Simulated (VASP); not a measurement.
Set up this calculation in VASP 6.6.1, as the native input.

| Quantity | Value |
| --- | --- |
| Task | single point |
| Functional | PBE |
| Potentials or basis | VASP PAW PBE potentials, release 64 (C, Se) |
| Cutoff | 520 eV |
| k mesh | 2 × 2 × 1 |
| Occupations | fermi-dirac, width 0.02 eV |
| Spin | no spin polarisation |
| Dipole correction | no |
| Further INCAR settings | LREAL = Auto; ALGO = Normal; EDIFF = 1e-06; NBANDS = 54 |

The structure of C18Se lies in POSCAR:

```
C18Se
1.0
    7.3980000000      0.0000000000      0.0000000000
   -3.6990000000      6.4068560000      0.0000000000
    0.0000000000      0.0000000000     12.0000000000
C Se
18 1
Direct
    0.0008508893     -0.0007995258      0.0768403125
    0.2186038265      0.1066143007      0.0837038084
   -0.0045967741      0.3297738533      0.0836654649
    0.2198153857      0.4456095551      0.1032745200
   -0.0007121223      0.6661302929      0.0783722437
    0.2222220208      0.7783326969      0.0787767188
    0.3320165424     -0.0017083562      0.0787964626
    0.5549480278      0.1104699672      0.0783783906
    0.3344148222      0.3310076069      0.1032078372
    0.5587982843      0.4468002346      0.0837104697
    0.3356312628      0.6700112366      0.0836703409
    0.5533738588      0.7773925247      0.0768396662
    0.6651974549      0.0002198086      0.0745722159
    0.8880162125      0.1120334912      0.0768175040
    0.6671330216      0.3333985965      0.0787972607
    0.8870917336      0.4431923583      0.0787770513
    0.6662070269      0.6645557083      0.0768629196
    0.8890309539      0.7763847712      0.0745963359
    0.2767711724      0.3884349790      0.2703398771
```

The input as run:

INCAR

```
SYSTEM = C18Se
ALGO     = Normal         ! electronic algorithm
EDIFF    = 1E-6           ! SCF threshold, eV
ENCUT    = 520            ! plane-wave cutoff, eV
GGA      = PE             ! functional
ISIF     = 2              ! what is computed and relaxed
ISMEAR   = -1             ! smearing method
LASPH    = .TRUE.         ! aspherical terms in the spheres
LCHARG   = .FALSE.        ! write CHGCAR
LREAL    = Auto         
LWAVE    = .FALSE.        ! write WAVECAR
NBANDS   = 54             ! bands
NELM     = 60             ! most SCF steps
PREC     = Accurate       ! precision mode
SIGMA    = 0.02           ! smearing width, eV
```

KPOINTS

```
k-points
0
G
  2 2 1
  0 0 0
```

Potentials or basis: VASP PAW PBE potentials, release 64 (C, Se).

Run with:

```bash
$ cat potpaw_PBE.64/C/POTCAR potpaw_PBE.64/Se/POTCAR > POTCAR
$ mpirun -np 1 vasp_std > vasp.out
```

Results of the run:

- Largest force: 0.039 eV/Å
- Band gap on the k mesh: 0.30 eV, direct

Caveat: the k points lie up to 0.49 Å⁻¹ apart.

Run time: 4.6 min on 1 thread of Intel(R) Xeon(R) Platinum 8259CL CPU @ 2.50GHz (Skylake/Cascade Lake), on a shared host, peak memory 0.58 GiB.
